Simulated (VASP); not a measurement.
Input of a VASP 6.6.1 run:

The input INCAR:

```
ALGO = Normal
EDIFF = 1E-7
ENCUT = 520
GGA = PE
ISIF = 2
ISMEAR = 0
LASPH = True
LCHARG = False
LREAL = False
LWAVE = False
NBANDS = 16
NELM = 100
PREC = Accurate
SIGMA = 0.01
```

Contents of KPOINTS:

```
k-points
0
Gamma
  4 4 4
```

POSCAR

```
CdS
1.0
    0.0000000000      2.9392138922      2.9392138922
    2.9392138922      0.0000000000      2.9392138922
    2.9392138922      2.9392138922      0.0000000000
Cd S
1 1
Direct
    0.0000000000      0.0000000000      0.0000000000
    0.2500000000      0.2500000000      0.2500000000
```

Potentials or basis: VASP PAW PBE potentials, release 64 (Cd, S).

Command:

```sh
$ cat potpaw_PBE.64/Cd/POTCAR potpaw_PBE.64/S/POTCAR > POTCAR
$ mpirun -np 1 vasp_std > vasp.out
```

(1) Predict the band gap on the k mesh.

(2) Estimate the pressure.

## Answers

(1) 1.09 eV, direct.

(2) 1.9 GPa.

Caveat: the k points lie up to 0.46 Å⁻¹ apart.
